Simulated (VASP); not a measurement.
**HfC: single point with PBE**

Crystal: HfC.

```xyz
2
Lattice="0.0000 2.3706 2.3706 2.3706 0.0000 2.3706 2.3706 2.3706 0.0000" Properties=species:S:1:pos:R:3 pbc="T T T"
Hf    2.3706    2.3706    2.3706
C     0.0000    0.0000    0.0000
```

* Program: VASP 6.6.1
* Task: single point
* Functional: PBE
* Potentials or basis: VASP PAW PBE potentials, release 64 (Hf_pv, C)
* Cutoff: 520 eV
* k mesh: 11 × 11 × 11
* Occupations: methfessel-paxton, width 0.1 eV
* Spin: no spin polarisation

```yaml
Pressure: -12.7 GPa
Band_gap_on_the_k_mesh: zero (band 7 reaches 6.48 eV, above the bottom of band 8 at 5.09 eV)
```

Levels at points of the mesh, in eV from the Fermi level:
```csv
k point,band 3,band 4,band 5,band 6,band 7,band 8,band 9,band 10,band 11,band 12
"(0.00, 0.00, 0.00)",-29.94,-12.10,0.88,0.88,0.88,1.28,1.28,1.28,3.12,3.12
```

It took 11 s on 1 thread of Intel(R) Xeon(R) 6975P-C (Granite Rapids), with other jobs on the host, peak memory 0.16 GiB.

Caveat: spin-orbit coupling is left out, which moves the levels of the heavy elements.
